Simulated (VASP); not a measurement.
Write the native input for VASP 6.6.1 that does the following.

```
Task                   : electric field gradients
Functional             : PBE
Potentials or basis    : VASP PAW PBE potentials, release 64 (Ag, Br)
Cutoff                 : 400 eV
k mesh                 : 7 × 7 × 7
Occupations            : fermi-dirac, width 0.02 eV
Spin                   : no spin polarisation
Dipole correction      : no
Further INCAR settings : ALGO = Normal; EDIFF = 1e-08; NBANDS = 16
```

The structure of AgBr lies in POSCAR:

```
AgBr
1.0
    0.0000000000      2.9302287054      2.9302287054
    2.9302287054      0.0000000000      2.9302287054
    2.9302287054      2.9302287054      0.0000000000
Ag Br
1 1
Direct
    0.0000000000      0.0000000000      0.0000000000
    0.5000000000      0.5000000000      0.5000000000
```

This cell differs from its parent crystal: functional pbe, volume scaled by 1.04.

One way to write it, as run:

INCAR

```
SYSTEM = AgBr
  PREC = Accurate
  ENCUT = 400
  EDIFF = 1E-8
  ISMEAR = -1
  SIGMA = 0.02
  LREAL = .FALSE.
  LASPH = .TRUE.
  NELM = 120
  ALGO = Normal
  ISIF = 2
  LWAVE = .FALSE.
  LCHARG = .FALSE.
  GGA = PE
  LEFG = .TRUE.
  NBANDS = 16
  GGA_COMPAT = .FALSE.
```

KPOINTS

```
Automatic mesh
0
G
  7 7 7
  0 0 0
```

Potentials or basis: VASP PAW PBE potentials, release 64 (Ag, Br).

Command:

```console
$ cat potpaw_PBE.64/Ag/POTCAR potpaw_PBE.64/Br/POTCAR > POTCAR
$ mpirun -np 1 vasp_std > vasp.out
```

It gave:

- Pressure: -0.6 GPa
- Band gap on the k mesh: 0.76 eV, indirect (least direct gap 2.41 eV)

Caveat: without QUAD_EFG the Cq values of the log hold for a quadrupole moment of 1 mb, not for the nuclei.

It took 12 s on 1 thread of AMD EPYC 7R13 Processor (Zen 3), with other jobs on the host, peak memory 0.12 GiB.
